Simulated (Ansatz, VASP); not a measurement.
**Two plane-wave programs on Pb**

```
CELL_PARAMETERS angstrom
0.00000 3.53652 3.53652
3.53652 0.00000 3.53652
3.53652 3.53652 0.00000
ATOMIC_POSITIONS crystal
Pb 0.12500 0.12500 0.12500
Pb 0.87500 0.87500 0.87500
```

Alike in both runs: task single point; functional RPBE; k mesh 9 × 9 × 9; occupations fermi-dirac, width 0.1 eV; no spin polarisation.

```csv
,VASP,Ansatz
version,VASP 6.6.1,Ansatz 0.2.0
potentials or method,"VASP PAW PBE potentials, release 64 (Pb_d), cutoff 520 eV","plane waves (420 eV) with PAW, scalar-relativistic"
valence electrons in the cell,28,28
```

|  | VASP | Ansatz | Ansatz less VASP |
| --- | --- | --- | --- |
| pressure (GPa) | 0.9 | 0.9 | +0.04 |

VASP's potentials were made for PBE, not for RPBE. The functional is the same, so the differences come from potentials, cutoffs and numerics.

Neither program's run includes spin-orbit coupling.
